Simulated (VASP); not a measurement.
Write the native input for VASP 6.6.1 that does the following.

```
Task                               : single point
Functional                         : r2SCAN0
Potentials or basis                : VASP PAW PBE potentials, release 64 (Rb_sv)
Cutoff                             : 520 eV
k mesh                             : 4 × 4 × 4
Occupations                        : gaussian, width 0.1 eV
Spin                               : no spin polarisation
Dipole correction                  : no
Grid for exact exchange (PRECFOCK) : Normal
Further INCAR settings             : ALGO = Normal; EDIFF = 1e-06; NBANDS = 10
Share of exact exchange            : 0.25
```

The system is Rb.

```xyz
1
Lattice="-2.9545 2.9545 2.7308 2.9545 -2.9545 2.7308 2.9545 2.9545 -2.7308" Properties=species:S:1:pos:R:3 pbc="T T T"
Rb    0.0000    0.0000    0.0000
```

One way to write it, as run:

POSCAR

```
Rb
1.0
   -2.9545118615      2.9545118615      2.7308451955
    2.9545118615     -2.9545118615      2.7308451955
    2.9545118615      2.9545118615     -2.7308451955
Rb
1
Direct
    0.0000000000      0.0000000000      0.0000000000
```

INCAR.step1

```
SYSTEM = Rb
PREC = Accurate
ENCUT = 520
EDIFF = 1E-5
ISMEAR = 0
SIGMA = 0.1
LREAL = .False.
LASPH = .True.
NELM = 80
ALGO = Normal
ISIF = 2
LWAVE = .True.
LCHARG = .False.
GGA = PE
NBANDS = 10
```

INCAR.step2

```
SYSTEM = Rb
PREC = Accurate
ENCUT = 520
EDIFF = 1E-6
ISMEAR = 0
SIGMA = 0.1
LREAL = .False.
LASPH = .True.
NELM = 80
ALGO = Normal
ISIF = 2
LWAVE = .False.
LCHARG = .False.
METAGGA = R2SCAN
LHFCALC = .True.
AEXX = 0.25
LMIXTAU = .True.
PRECFOCK = Normal
ISTART = 1
NBANDS = 10
```

KPOINTS

```
Automatic mesh
0
Gamma
  4 4 4
  0 0 0
```

Potentials or basis: VASP PAW PBE potentials, release 64 (Rb_sv).

Run with:

```sh
$ cat potpaw_PBE.64/Rb_sv/POTCAR > POTCAR
$ cp INCAR.step1 INCAR
$ mpirun -np 1 vasp_std > vasp.out
$ cp INCAR.step2 INCAR
$ mpirun -np 1 vasp_std > vasp.out
```

Results of the run:

```
Pressure               : 0.1 GPa
Band gap on the k mesh : zero (an odd number of electrons rules out a gap without spin polarisation)
```

Caveat: the k points lie up to 0.39 Å⁻¹ apart, too coarse for converged energies and pressures of a metal; the PAW data sets were made with another functional, which shifts forces and pressure a little.

It took 5.4 min on 1 thread of Intel(R) Xeon(R) Platinum 8259CL CPU @ 2.50GHz (Skylake/Cascade Lake), on a shared host, peak memory 0.26 GiB.
